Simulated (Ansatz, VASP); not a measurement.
C in VASP and in Ansatz

```
C
1.0
     0.00000    1.71546    1.93538
     1.71546    0.00000    1.93538
     1.71546    1.71546    0.00000
C
2
Direct
  0.50000 0.50000 0.50000
  0.75000 0.75000 0.75000
```

Alike in both runs: task single point; functional PBE; k mesh 12 × 12 × 12; occupations gaussian, width 0.05 eV; no spin polarisation.

```csv
,VASP,Ansatz
version,VASP 6.6.1,Ansatz 0.2.0
potentials or method,"VASP PAW PBE potentials, release 64 (C), cutoff 520 eV","scalar-relativistic, plane waves, PAW"
valence electrons in the cell,8,8
```

|  | VASP | Ansatz | Ansatz less VASP |
| --- | --- | --- | --- |
| gap on the k mesh at the Fermi level (eV) | 2.64 | 2.65 | +0.008 |
| least direct gap on the mesh (eV) | 4.53 | 4.53 | +0.003 |
| pressure (GPa) | 1.1 | 0.5 | -0.58 |
| traceless stress, the component that is largest in VASP (GPa) | -83.19 | -83.20 | -0.005 |
